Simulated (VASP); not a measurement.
# Fe3N2 (P-3m1) in VASP: single point with PBE

Aim: the single point of Fe3N2 with PBE.

Everything below comes from runs of VASP 6.6.1. Logs are shortened: lines on timing, memory, paths and dates and some standing lists are left out, and cuts for length are marked.

**1. The cell of the first run**

Symmetry: P-3m1, No. 164, trigonal system. The conventional cell has a = 2.942 Å, b = 2.942 Å, c = 6.239 Å, α = 90.00°, β = 90.00°, γ = 120.00°. Fe (site symmetry -3m) has 6 N at 2.21 Å and 6 Fe at 2.67 Å within 2.9 Å. Fe (site symmetry 3m) has 3 N at 1.82 Å within 2.4 Å. Within 2.4 Å of N (site symmetry 3m) lie 6 Fe at 1.82 to 2.21 Å.

**2. Single point, PBE, collinear spin, ferrimagnetic start**

Contents of INCAR:

```
PREC = Accurate
ENCUT = 520
EDIFF = 1E-6
ISMEAR = 0
SIGMA = 0.1
LREAL = False
LASPH = True
NELM = 150
ALGO = Normal
ISIF = 2
LWAVE = False
LCHARG = False
ISPIN = 2
MAGMOM = 2.9 -0.8 -0.8 0 0
LORBIT = 11
LMAXMIX = 4
GGA = PE
NBANDS = 29
```

Contents of KPOINTS:

```
Automatic mesh
0
Gamma
  6 6 4
```

Contents of POSCAR:

```
Fe3N2
1.0
    2.9421186381      0.0000000000      0.0000000000
   -1.4710593190      2.5479494815      0.0000000000
    0.0000000000      0.0000000000      6.2386964492
Fe N
3 2
Direct
    0.0000000000      0.0000000000      0.0000000000
    0.3333333333      0.6666666667      0.6695868393
    0.6666666667      0.3333333333      0.3304131607
    0.3333333333      0.6666666667      0.2254592540
    0.6666666667      0.3333333333      0.7745407460
```

Potentials or basis: VASP PAW PBE potentials, release 64 (Fe, N).

Run with:

```
$ cat potpaw_PBE.64/Fe/POTCAR potpaw_PBE.64/N/POTCAR > POTCAR
$ mpirun -np 1 vasp_std > vasp.out
```

OUTCAR:

```text
PREC = Accurate
   ENCUT = 520
   EDIFF = 1E-6
   ISMEAR = 0
   LREAL = False
   LASPH = True
   NELM = 150
   ISIF = 2
   ISPIN = 2
   LORBIT = 11
   GGA = PE

 ion  position               nearest neighbor table
   1  0.000  0.000  0.000-   4 2.21   5 2.21   4 2.21   5 2.21   5 2.21   4 2.21   2 2.67   3 2.67
                             2 2.67   3 2.67   2 2.67   3 2.67
   2  0.333  0.667  0.670-   5 1.82   5 1.82   5 1.82   1 2.67   1 2.67   1 2.67   3 2.71   3 2.71
                             3 2.71
   3  0.667  0.333  0.330-   4 1.82   4 1.82   4 1.82   1 2.67   1 2.67   1 2.67   2 2.71   2 2.71
                             2 2.71
   4  0.333  0.667  0.225-   3 1.82   3 1.82   3 1.82   1 2.21   1 2.21   1 2.21
   5  0.667  0.333  0.775-   2 1.82   2 1.82   2 1.82   1 2.21   1 2.21   1 2.21

  LATTYP: Found a hexagonal cell.
 ALAT       =     2.9421186381
 C/A-ratio  =     2.1204775254

  Lattice vectors:

 A1 = (   2.9421186381,   0.0000000000,   0.0000000000)
 A2 = (  -1.4710593190,   2.5479494815,   0.0000000000)
 A3 = (   0.0000000000,   0.0000000000,   6.2386964492)

Analysis of symmetry for initial positions (statically):
=====================================================================
 Subroutine PRICEL returns:
 Original cell was already a primitive cell.

 Routine SETGRP: Setting up the symmetry group for a
 hexagonal supercell.

 Subroutine GETGRP returns: Found 12 space group operations
 (whereof 12 operations were pure point group operations)
 out of a pool of 24 trial point group operations.

The static configuration has the point symmetry D_3d.

Analysis of symmetry for dynamics (positions and initial velocities):
=====================================================================
 Subroutine PRICEL returns:
 Original cell was already a primitive cell.

 Routine SETGRP: Setting up the symmetry group for a
 hexagonal supercell.

 Subroutine GETGRP returns: Found 12 space group operations
 (whereof 12 operations were pure point group operations)
 out of a pool of 24 trial point group operations.

The dynamic configuration has the point symmetry D_3d.

Analysis of structural, dynamic, and magnetic symmetry:
=====================================================================
 Subroutine PRICEL returns:
 Original cell was already a primitive cell.

[... 138 lines left out ...]
   LHFCALC =     F    Hartree Fock is set to
   AEXX    =    0.0000 exact exchange contribution
   IVDW    =     0    specifies the selected vdW correction
   LEPSILON=     F    determine dielectric tensor
   LRPA    =     F    only Hartree local field effects (RPA)
 spin polarized calculation
 Gauss-broadening in eV      SIGMA  =   0.10
  energy-cutoff  :      520.00
  volume of cell :       46.77
 maximum number of plane-waves:      1320
 NGX is ok and might be reduce to    24
   NGX = 11   NGY = 11   NGZ = 23

 number of electron      34.0000004 magnetization       3.0678022

 Free energy of the ion-electron system (eV)
  ---------------------------------------------------
  ext. energy  EPLUGINS =         0.00000000
  ---------------------------------------------------
  free energy    TOTEN  =       -40.59646767 eV

  energy without entropy =      -40.57755690  energy(sigma->0) =      -40.58701228

 E-fermi :   7.2743     XC(G=0): -12.9687

 val. band max:        7.2531660161   @ k =   0.3333  -0.0000   0.5000
 cond. band min:       7.2912868150   @ k =   0.1667   0.1667   0.5000
 fundamental gap:      0.0381207989
 Fermi energy:         7.2742920012

 spin component 1

 k-point     1 :       0.0000    0.0000    0.0000
  band No.  band energies     occupation
      1     -10.5424      1.00000
      2      -9.6793      1.00000
      3      -1.5077      1.00000
      4       0.8184      1.00000
      5       0.8184      1.00000
      6       1.2292      1.00000
[... 757 lines left out ...]
     28      16.9775      0.00000
     29      16.9775      0.00000
 Fermi energy:         7.2742920012

 spin component 2

 k-point     1 :       0.0000    0.0000    0.0000
  band No.  band energies     occupation
      1     -10.4650      1.00000
      2      -9.6131      1.00000
      3      -1.3619      1.00000
      4       1.0955      1.00000
      5       1.0955      1.00000
      6       1.2870      1.00000
[... 757 lines left out ...]
     28      17.2195      0.00000
     29      17.2195      0.00000

------------------------ aborting loop because EDIFF is reached ----------------------------------------

  FORCE on cell =-STRESS in cart. coord.  units (eV):
  Direction    XX          YY          ZZ          XY          YZ          ZX
  --------------------------------------------------------------------------------------
  -------------------------------------------------------------------------------------
  Total        0.6609420      0.6609420      0.1556062      0.0000000      0.0000000      0.0000000
  in kB       22.6427471     22.6427471      5.3308034      0.0000000      0.0000000      0.0000000
  external PRESSURE =      16.8720992 kB  Pullay stress =       0.0000000 kB

 VOLUME and BASIS-vectors are now :
 -----------------------------------------------------------------------------
  energy-cutoff  :      520.00
  volume of cell :       46.77
      direct lattice vectors                 reciprocal lattice vectors
     2.942118638  0.000000000  0.000000000     0.339891120  0.196236230  0.000000000
    -1.471059319  2.547949481  0.000000000     0.000000000  0.392472460  0.000000000
     0.000000000  0.000000000  6.238696449     0.000000000  0.000000000  0.160289895

 POSITION                                       TOTAL-FORCE (eV/Angst)
 -----------------------------------------------------------------------------------
      0.00000      0.00000      0.00000        -0.000000      0.000000     -0.000000
     -0.00000      1.69863      4.17735         0.000000      0.000000     -0.131996
      1.47106      0.84932      2.06135        -0.000000      0.000000      0.131996
     -0.00000      1.69863      1.40657        -0.000000      0.000000     -0.099793
      1.47106      0.84932      4.83212         0.000000      0.000000      0.099793
 -----------------------------------------------------------------------------------
    total drift:                               -0.000000      0.000000      0.000000

  FREE ENERGIE OF THE ION-ELECTRON SYSTEM (eV)
  ---------------------------------------------------
  free  energy   TOTEN  =       -40.5964676676 eV

  energy  without entropy=      -40.5775569008  energy(sigma->0) =      -40.58701228

 total charge

# of ion       s       p       d       tot
------------------------------------------
    1        0.295   0.427   6.300   7.022
    2        0.463   0.664   6.571   7.698
    3        0.463   0.664   6.571   7.698
    4        1.261   2.436   0.000   3.697
    5        1.261   2.436   0.000   3.697
--------------------------------------------------
tot          3.742   6.629  19.441  29.811

 magnetization (x)

# of ion       s       p       d       tot
------------------------------------------
    1        0.010   0.008   2.805   2.824
    2        0.006  -0.004   0.084   0.085
    3        0.006  -0.004   0.084   0.085
    4        0.014   0.027   0.000   0.041
    5        0.014   0.027   0.000   0.041
--------------------------------------------------
tot          0.050   0.053   2.972   3.075
```

stdout:

```text
POSCAR found type information on POSCAR FeN
 POSCAR found :  2 types and       5 ions
 scaLAPACK will be used
 LDA part: xc-table for (Slater+PW92), standard interpolation
 POSCAR, INCAR and KPOINTS ok, starting setup
 FFT: planning ... GRIDC
 FFT: planning ... GRID_SOFT
 FFT: planning ... GRID
 WAVECAR not read
 entering main loop
```

Run time: 77 s. Hardware: 1 thread of Intel Xeon Platinum 8488C (Sapphire Rapids), shared host; peak memory 0.21 GiB.

What came out:

```yaml
Free_energy: -40.5965 eV
Pressure: 1.7 GPa
Largest_force: 0.132 eV/Å
Net_moment: 3.07 μB per cell
Site_moments: Fe +2.82, +0.09; N +0.04 μB
Valence_electrons_inside_the_program's_atomic_spheres: Fe 7.02, 7.70; N 3.70
```

Forces in eV/Å, atoms in the order of the input:
```
Fe   0.000  0.000  0.000
Fe   0.000  0.000 -0.132
Fe   0.000  0.000  0.132
N    0.000  0.000 -0.100
N    0.000  0.000  0.100
```

Caveat: the k points lie up to 0.41 Å⁻¹ apart. With open d or f shells a metallic result of PBE can be an artefact of self-interaction; +U or a hybrid may open a gap.
